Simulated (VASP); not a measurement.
# Ir (P6/mmm) in VASP: a series of runs

Ir is run at these levels: r2SCAN; tasks: single point.

Everything below comes from runs of VASP 6.6.1. Logs are shortened: lines on timing, memory, paths and dates and some standing lists are left out, and cuts for length are marked.

### 1 The cell of the first run

Symmetry: P6/mmm, No. 191, hexagonal system. Conventional cell: a = 4.349 Å, b = 4.349 Å, c = 2.686 Å, α = 90.00°, β = 90.00°, γ = 120.00°. Within 3.5 Å of Ir (site symmetry 6/mmm) lie 14 Ir at 2.69 to 2.85 Å. Ir (site symmetry -6m2) has 11 Ir at 2.51 to 2.85 Å within 3.3 Å.

This isn't the form of Ir at room conditions, which is fcc.

### 2 Single point, r2SCAN (14.66 Å³/atom)

File POSCAR:

```
Ir
1.0
    4.3485663814      0.0000000000      0.0000000000
   -2.1742831907      3.7659689563      0.0000000000
    0.0000000000      0.0000000000      2.6856969328
Ir
3
Direct
    1.0000000000      1.0000000000      0.0000000000
    0.3333333333      0.6666666667      0.5000000000
    0.6666666667      0.3333333333      0.5000000000
```

File INCAR.step1:

```
SYSTEM = Ir
PREC = Accurate
ENCUT = 620
ISMEAR = -1
SIGMA = 0.1
LREAL = .False.
LASPH = .True.
NELM = 120
NBANDS = 32
GGA = PE
ALGO = Normal
EDIFF = 1E-5
LWAVE = .True.
LCHARG = .False.
GGA_COMPAT = .False.
```

File INCAR.step2:

```
SYSTEM = Ir
PREC = Accurate
ENCUT = 620
EDIFF = 1E-6
ISMEAR = -1
SIGMA = 0.1
LREAL = .False.
LASPH = .True.
NELM = 120
ALGO = Normal
ISIF = 2
LWAVE = .False.
LCHARG = .False.
METAGGA = R2SCAN
LMIXTAU = .True.
NBANDS = 32
ISTART = 1
GGA_COMPAT = .False.
```

File KPOINTS:

```
regular mesh
0
Gamma
  10 10 13
  0 0 0
```

Potentials or basis: VASP PAW PBE potentials, release 64 (Ir_sv_GW).

Started as:

```
$ cat potpaw_PBE.64/Ir_sv_GW/POTCAR > POTCAR
$ cp INCAR.step1 INCAR
$ mpirun -np 1 vasp_std > vasp.out
$ cp INCAR.step2 INCAR
$ mpirun -np 1 vasp_std > vasp.out
```

OUTCAR:

```text
SYSTEM = Ir
   PREC = Accurate
   ENCUT = 620
   EDIFF = 1E-6
   ISMEAR = -1
   LREAL = .False.
   LASPH = .True.
   NELM = 120
   ISIF = 2
   METAGGA = R2SCAN
   ISTART = 1

 ion  position               nearest neighbor table
   1  0.000  0.000  0.000-   2 2.85   3 2.85   2 2.85   3 2.85   2 2.85   2 2.85   3 2.85   3 2.85
                             3 2.85   3 2.85   2 2.85   2 2.85
   2  0.333  0.667  0.500-   3 2.51   3 2.51   3 2.51   1 2.85   1 2.85   1 2.85   1 2.85   1 2.85
                             1 2.85
   3  0.667  0.333  0.500-   2 2.51   2 2.51   2 2.51   1 2.85   1 2.85   1 2.85   1 2.85   1 2.85
                             1 2.85

  LATTYP: Found a hexagonal cell.
 ALAT       =     4.3485663814
 C/A-ratio  =     0.6176051363

  Lattice vectors:

 A1 = (   4.3485663814,   0.0000000000,   0.0000000000)
 A2 = (  -2.1742831907,   3.7659689563,   0.0000000000)
 A3 = (   0.0000000000,   0.0000000000,   2.6856969328)

Analysis of symmetry for initial positions (statically):
=====================================================================
 Subroutine PRICEL returns:
 Original cell was already a primitive cell.

 Routine SETGRP: Setting up the symmetry group for a
 hexagonal supercell.

 Subroutine GETGRP returns: Found 24 space group operations
 (whereof 24 operations were pure point group operations)
 out of a pool of 24 trial point group operations.

The static configuration has the point symmetry D_6h.

Analysis of symmetry for dynamics (positions and initial velocities):
=====================================================================
 Subroutine PRICEL returns:
 Original cell was already a primitive cell.

 Routine SETGRP: Setting up the symmetry group for a
 hexagonal supercell.

 Subroutine GETGRP returns: Found 24 space group operations
 (whereof 24 operations were pure point group operations)
 out of a pool of 24 trial point group operations.

The dynamic configuration has the point symmetry D_6h.

 Subroutine INISYM returns: Found 24 space group operations
 (whereof 24 operations are pure point group operations),
 and found     1 'primitive' translations

----------------------------------------------------------------------------------------

                                     Primitive cell

  volume of cell :      43.9825

  direct lattice vectors                    reciprocal lattice vectors
     4.348566381  0.000000000  0.000000000     0.229960845  0.132767956  0.000000000
    -2.174283191  3.765968956  0.000000000     0.000000000  0.265535912  0.000000000
     0.000000000  0.000000000  2.685696933     0.000000000  0.000000000  0.372342831

  length of vectors
     4.348566381  4.348566381  2.685696933     0.265535912  0.265535912  0.372342831

  position of ions in fractional coordinates (direct lattice)
     0.000000000  0.000000000  0.000000000
     0.333333333  0.666666667  0.500000000
     0.666666667  0.333333333  0.500000000

  ion indices of the primitive-cell ions
   primitive index   ion index
                 1           1
                 2           2
                 3           3

----------------------------------------------------------------------------------------

 KPOINTS: regular mesh

Automatic generation of k-mesh.
 Grid dimensions read from file:
 generate k-points for:   10   10   13

 Generating k-lattice:

  Cartesian coordinates                     Fractional coordinates (reciprocal lattice)
     0.022996085  0.013276796  0.000000000     0.100000000 -0.000000000  0.000000000
     0.000000000  0.026553591  0.000000000     0.000000000  0.100000000  0.000000000
     0.000000000  0.000000000  0.028641756     0.000000000  0.000000000  0.076923077

  Length of vectors
     0.026553591  0.026553591  0.028641756

  Shift w.r.t. Gamma in fractional coordinates (k-lattice)
     0.000000000  0.000000000  0.000000000

 Subroutine IBZKPT returns following result:
 ===========================================

 Found     98 irreducible k-points:

 Following reciprocal coordinates:
            Coordinates               Weight
  0.000000  0.000000  0.000000      1.000000
  0.100000 -0.000000  0.000000      6.000000
  0.200000 -0.000000  0.000000      6.000000
  0.300000 -0.000000  0.000000      6.000000
  0.400000  0.000000  0.000000      6.000000
  0.500000 -0.000000  0.000000      3.000000
[... 16 lines left out ...]
  0.300000  0.100000  0.076923     24.000000
  0.400000  0.100000  0.076923     24.000000
 [... further k-points ...]
   k-points           NKPTS =     98   k-points in BZ     NKDIM =     98   number of bands    NBANDS=     32
   number of dos      NEDOS =    301   number of ions     NIONS =      3
   total plane-waves  NPLWV =  31104
   dimension x,y,z NGX =    36 NGY =   36 NGZ =   24
   dimension x,y,z NGXF=    72 NGYF=   72 NGZF=   48
   ions per type =               3
   NGX,Y,Z   is equivalent  to a cutoff of  13.76, 13.76, 14.86 a.u.
[... 28 lines left out ...]
   IALGO  =     38    algorithm
   IMIX   =      4    mixing-type and parameters
     AMIX     =   0.40;   BMIX     =  1.00
     AMIX_MAG =   1.60;   BMIX_MAG =  1.00
  volume/ion in A,a.u.               =      14.66        98.94
  Fermi-wavevector in a.u.,A,eV,Ry     =   1.719907  3.250153 40.247119  2.958080
  Thomas-Fermi vector in A             =   2.796446
   LORBIT       =      0    0 simple, 1 ext, 2 COOP (PROOUT), +10 PAW based schemes
   METAGGA = R2SCAN    functional components
   LHFCALC =     F    Hartree Fock is set to
   AEXX    =    0.0000 exact exchange contribution
   IVDW    =     0    specifies the selected vdW correction
   LEPSILON=     F    determine dielectric tensor
   LRPA    =     F    only Hartree local field effects (RPA)
 non-spin polarized calculation
  energy-cutoff  :      620.00
  volume of cell :       43.98
 maximum number of plane-waves:      1559
 NGX is ok and might be reduce to    36
   NGX = 17   NGY = 17   NGZ = 11

 number of electron      51.0000000 magnetization

 Free energy of the ion-electron system (eV)
  ---------------------------------------------------
  ext. energy  EPLUGINS =         0.00000000
  ---------------------------------------------------
  free energy    TOTEN  =      -157.72767647 eV

  energy without entropy =     -157.58306517  energy(sigma->0) =     -157.65537082

 E-fermi :  11.9783     XC(G=0): -15.6052

 val. band max:       11.9692714314   @ k =   0.1000  -0.0000   0.4615
 cond. band min:      11.9797274531   @ k =   0.3000   0.3000   0.0000
 fundamental gap:      0.0104560217
 Fermi energy:        11.9782846124

 k-point     1 :       0.0000    0.0000    0.0000
  band No.  band energies     occupation
      1     -82.9399      2.00000
      2     -82.8302      2.00000
      3     -82.7922      2.00000
      4     -39.5297      2.00000
      5     -39.5297      2.00000
      6     -39.1273      2.00000
[... 24 lines left out ...]
     31      20.7999      0.00000
     32      20.8012      0.00000

 k-point     2 :       0.1000   -0.0000    0.0000
  band No.  band energies     occupation
      1     -82.9374      2.00000
      2     -82.8325      2.00000
      3     -82.7926      2.00000
      4     -39.5447      2.00000
      5     -39.5278      2.00000
      6     -39.1071      2.00000
[... 24 lines left out ...]
     31      19.1373      0.00000
     32      20.2672      0.00000

 k-point     3 :       0.2000   -0.0000    0.0000
  band No.  band energies     occupation
      1     -82.9299      2.00000
      2     -82.8392      2.00000
      3     -82.7935      2.00000
      4     -39.5793      2.00000
      5     -39.5134      2.00000
      6     -39.0569      2.00000
[... 24 lines left out ...]
     31      19.2577      0.00000
     32      21.1552      0.00000

 k-point     4 :       0.3000   -0.0000    0.0000
  band No.  band energies     occupation
      1     -82.9188      2.00000
      2     -82.8491      2.00000
      3     -82.7947      2.00000
      4     -39.6154      2.00000
      5     -39.4738      2.00000
      6     -38.9951      2.00000
[... 654 lines left out ...]
     31      20.1263      0.00000
     32      21.7325      0.00000

 k-point    23 :       0.3000    0.1000    0.0769
  band No.  band energies     occupation
      1     -82.9094      2.00000
      2     -82.8544      2.00000
      3     -82.7940      2.00000
      4     -39.6178      2.00000
      5     -39.4432      2.00000
      6     -39.0333      2.00000
[... 24 lines left out ...]
     31      20.4011      0.00000
     32      23.6359      0.00000

 k-point    24 :       0.4000    0.1000    0.0769
  band No.  band energies     occupation
      1     -82.8988      2.00000
      2     -82.8644      2.00000
      3     -82.7947      2.00000
      4     -39.6330      2.00000
      5     -39.3828      2.00000
      6     -39.1246      2.00000
[... 24 lines left out ...]
     31      20.5583      0.00000
     32      25.8026      0.00000

 [... further k-points ...]

------------------------ aborting loop because EDIFF is reached ----------------------------------------

  FORCE on cell =-STRESS in cart. coord.  units (eV):
  Direction    XX          YY          ZZ          XY          YZ          ZX
  --------------------------------------------------------------------------------------
  -------------------------------------------------------------------------------------
  Total       -0.1639385     -0.1639385     -0.4198315     -0.0000000      0.0000000      0.0000000
  in kB       -5.9718870     -5.9718870    -15.2934597     -0.0000000      0.0000000      0.0000000
  external PRESSURE =      -9.0790779 kB  Pullay stress =       0.0000000 kB

 VOLUME and BASIS-vectors are now :
 -----------------------------------------------------------------------------
  energy-cutoff  :      620.00
  volume of cell :       43.98
      direct lattice vectors                 reciprocal lattice vectors
     4.348566381  0.000000000  0.000000000     0.229960845  0.132767956  0.000000000
    -2.174283191  3.765968956  0.000000000     0.000000000  0.265535912  0.000000000
     0.000000000  0.000000000  2.685696933     0.000000000  0.000000000  0.372342831

 POSITION                                       TOTAL-FORCE (eV/Angst)
 -----------------------------------------------------------------------------------
      0.00000      0.00000      0.00000        -0.000000      0.000000      0.000000
     -0.00000      2.51065      1.34285        -0.000000      0.000000     -0.000000
      2.17428      1.25532      1.34285         0.000000     -0.000000      0.000000
 -----------------------------------------------------------------------------------
    total drift:                                0.000000     -0.000000     -0.000000

  FREE ENERGIE OF THE ION-ELECTRON SYSTEM (eV)
  ---------------------------------------------------
  free  energy   TOTEN  =      -157.7276764734 eV

  energy  without entropy=     -157.5830651678  energy(sigma->0) =     -157.65537082
```

Wall time 7.5 min (1 thread of Intel Xeon Platinum 8259CL at 2.50GHz (Skylake/Cascade Lake), shared host); peak memory 0.28 GiB.

Results:

```yaml
Free_energy: -157.7277 eV
Pressure: -0.9 GPa
Band_gap_on_the_k_mesh: zero (an odd number of electrons rules out a gap without spin polarisation)
```

Stress tensor (GPa, compression positive):
```
-0.60  0.00  0.00
 0.00 -0.60  0.00
 0.00  0.00 -1.53
```

Caveat: the PAW data sets were made with another functional, which shifts forces and pressure a little; spin-orbit coupling is left out, which moves the levels of the heavy elements.

### 3 Single point, r2SCAN, collinear spin (12.89 Å³/atom)

This run uses another cell than the first one, of 12.89 Å³/atom.

File POSCAR:

```
Ir
1.0
    4.1666672855      0.0000000000      0.0000000000
   -2.0833336427      3.6084397184      0.0000000000
    0.0000000000      0.0000000000      2.5719190547
Ir
3
Direct
    0.0000000000      1.0000000000      0.0000000000
    0.3333333333      0.6666666667      0.5000000000
    0.6666666667      0.3333333333      0.5000000000
```

File INCAR.step1:

```
SYSTEM = Ir
ALGO = Normal
EDIFF = 1E-4
ENCUT = 520
GGA = PE
ISMEAR = -1
ISPIN = 2
LASPH = .True.
LCHARG = .False.
LMAXMIX = 4
LREAL = .False.
LWAVE = .True.
MAGMOM = 1 1 1
NBANDS = 24
NELM = 150
PREC = Accurate
SIGMA = 0.05
```

File INCAR.step2:

```
SYSTEM = Ir
ALGO = Normal
EDIFF = 1E-6
ENCUT = 520
ISIF = 2
ISMEAR = -1
ISPIN = 2
ISTART = 1
LASPH = .True.
LCHARG = .False.
LMAXMIX = 4
LMIXTAU = .True.
LORBIT = 11
LREAL = .False.
LWAVE = .False.
MAGMOM = 1 1 1
METAGGA = R2SCAN
NBANDS = 24
NELM = 150
PREC = Accurate
SIGMA = 0.05
```

File KPOINTS:

```
k-points
0
Gamma
  10 10 13
  0 0 0
```

Potentials or basis: VASP PAW PBE potentials, release 64 (Ir).

Started as:

```
$ cat potpaw_PBE.64/Ir/POTCAR > POTCAR
$ cp INCAR.step1 INCAR
$ mpirun -np 1 vasp_std > vasp.out
$ cp INCAR.step2 INCAR
$ mpirun -np 1 vasp_std > vasp.out
```

Wall time 12 min (1 thread of Intel Xeon 8259CL, shared host); peak memory 0.27 GiB.

The run converged. Its results:

- Free energy: -155.0556 eV
- Pressure: 65.8 GPa
- Net moment: 0.00 μB per cell
- Valence electrons inside the program's atomic spheres: Ir 8.63, 8.89 (each value once)

Stress tensor (GPa, compression positive):
```
68.44  0.00  0.00
 0.00 68.44  0.00
 0.00  0.00 60.54
```

Levels at points of the mesh, in eV from the Fermi level:
Spin up:
| k point | band 10 | band 11 | band 12 | band 13 | band 14 | band 15 | band 16 | band 17 | band 18 | band 19 |
| --- | --- | --- | --- | --- | --- | --- | --- | --- | --- | --- |
| (0.00, 0.00, 0.00) | -3.82 | -2.63 | -2.63 | -2.58 | -2.58 | 1.52 | 1.52 | 7.50 | 8.93 | 9.92 |
| (0.50, 0.00, 0.00) | -2.30 | -2.28 | -0.66 | -0.41 | 0.29 | 0.29 | 0.39 | 0.50 | 1.64 | 9.47 |
Spin down:
| k point | band 11 | band 12 | band 13 | band 14 | band 15 | band 16 | band 17 | band 18 |
| --- | --- | --- | --- | --- | --- | --- | --- | --- |
| (0.00, 0.00, 0.00) | -2.63 | -2.63 | -2.58 | -2.58 | 1.52 | 1.52 | 7.50 | 8.93 |
| (0.50, 0.00, 0.00) | -2.28 | -0.66 | -0.41 | 0.29 | 0.29 | 0.39 | 0.50 | 1.64 |

Caveat: the stress differs along the axes, from 61 to 68 GPa; the PAW data sets were made with another functional, which shifts forces and pressure a little; spin-orbit coupling is left out, which moves the levels of the heavy elements.

### 4 Single point, r2SCAN, collinear spin (14.06 Å³/atom)

This run uses another cell than the first one, of 14.06 Å³/atom.

File POSCAR:

```
Ir
1.0
    4.2892860470      0.0000000000      0.0000000000
   -2.1446430235      3.7146306808      0.0000000000
    0.0000000000      0.0000000000      2.6476067705
Ir
3
Direct
    0.0000000000      1.0000000000      0.0000000000
    0.3333333333      0.6666666667      0.5000000000
    0.6666666667      0.3333333333      0.5000000000
```

File INCAR.step1:

```
PREC     = Accurate       # precision mode
ENCUT    = 520            # plane-wave cutoff, eV
ISMEAR   = -1             # smearing method
SIGMA    = 0.05           # smearing width, eV
LREAL    = F              # projectors in reciprocal space
LASPH    = T              # aspherical terms in the spheres
NELM     = 150            # most SCF steps
ISPIN    = 2              # spin polarisation
MAGMOM   = 1 1 1          # initial moments
LMAXMIX  = 4              # l up to which the mixer works
NBANDS   = 24             # bands
GGA      = PE             # functional
ALGO     = Normal         # electronic algorithm
EDIFF    = 1E-4           # SCF threshold, eV
LWAVE    = T              # write WAVECAR
LCHARG   = F              # write CHGCAR
```

File INCAR.step2:

```
PREC     = Accurate       # precision mode
ENCUT    = 520            # plane-wave cutoff, eV
EDIFF    = 1E-6           # SCF threshold, eV
ISMEAR   = -1             # smearing method
SIGMA    = 0.05           # smearing width, eV
LREAL    = F              # projectors in reciprocal space
LASPH    = T              # aspherical terms in the spheres
NELM     = 150            # most SCF steps
ALGO     = Normal         # electronic algorithm
ISIF     = 2              # what is computed and relaxed
LWAVE    = F              # write WAVECAR
LCHARG   = T              # write CHGCAR
ISPIN    = 2              # spin polarisation
MAGMOM   = 1 1 1          # initial moments
LORBIT   = 11             # projections on sites
LMAXMIX  = 4              # l up to which the mixer works
METAGGA  = R2SCAN         # meta-GGA
LMIXTAU  = T            
LELF     = T              # ELF
LVHAR    = T            
NBANDS   = 24             # bands
ISTART   = 1
```

File KPOINTS:

```
regular mesh
0
Gamma
  10 10 13
```

Started as:

```
$ cat potpaw_PBE.64/Ir/POTCAR > POTCAR
$ cp INCAR.step1 INCAR
$ mpirun -np 1 vasp_std > vasp.out
$ cp INCAR.step2 INCAR
$ mpirun -np 1 vasp_std > vasp.out
```

Wall time 9.7 min (1 thread of Intel Xeon 8259CL, shared host); peak memory 0.28 GiB.

It converged, with:

```yaml
Free_energy: -155.9415 eV
Pressure: 18.6 GPa
Net_moment: 0.00 μB per cell
Valence_electrons_inside_the_program's_atomic_spheres: Ir 8.32, 8.55 (each value once)
```

Stress tensor (GPa, compression positive):
```
19.65  0.00  0.00
 0.00 19.65  0.00
 0.00  0.00 16.49
```

Levels at points of the mesh, in eV from the Fermi level:
Spin up:
```
           k point  band 11  band 12  band 13  band 14  band 15  band 16  band 17  band 18
(0.00, 0.00, 0.00)    -2.28    -2.28    -2.23    -2.23     1.29     1.29     6.80     8.20
(0.50, 0.00, 0.00)    -1.97    -0.59    -0.25     0.24     0.25     0.33     0.46     1.41
```
Spin down:
```
           k point  band 10  band 11  band 12  band 13  band 14  band 15  band 16  band 17  band 18  band 19
(0.00, 0.00, 0.00)    -3.34    -2.28    -2.28    -2.23    -2.23     1.28     1.28     6.80     8.20     9.15
(0.50, 0.00, 0.00)    -2.00    -1.97    -0.59    -0.25     0.24     0.25     0.33     0.46     1.41     8.42
```

Caveat: the cell stands under pressure; the PAW data sets were made with another functional, which shifts forces and pressure a little; spin-orbit coupling is left out, which moves the levels of the heavy elements.

### 5 Overview

| potentials or basis | spin | cell | cutoff (eV) | smearing | gap on the mesh (eV) | pressure (GPa) | moment (μB) |
| --- | --- | --- | --- | --- | --- | --- | --- |
| VASP PAW PBE potentials, release 64 (Ir_sv_GW) | off | a = 4.349, b = 4.349, c = 2.686 Å, angles 90.0, 90.0, 120.0°, 3 atoms | 620 | fermi-dirac 0.1 eV | none | -0.9 | - |
| VASP PAW PBE potentials, release 64 (Ir) | collinear | a = 4.167, b = 4.167, c = 2.572 Å, angles 90.0, 90.0, 120.0°, 3 atoms | 520 | fermi-dirac 0.05 eV | none | 65.8 | 0.00 |
| VASP PAW PBE potentials, release 64 (Ir) | collinear | a = 4.289, b = 4.289, c = 2.648 Å, angles 90.0, 90.0, 120.0°, 3 atoms | 520 | fermi-dirac 0.05 eV | none | 18.6 | 0.00 |

Alike in all rows: task single point; level r2SCAN; k mesh 10 × 10 × 13.

Caveats: the PAW data sets were made with another functional, which shifts forces and pressure a little; spin-orbit coupling is left out, which moves the levels of the heavy elements; the stress differs along the axes, from 61 to 68 GPa (at least some runs); the cell stands under pressure (at least some runs).

Absolute energies hang on the potentials; compare differences alone.
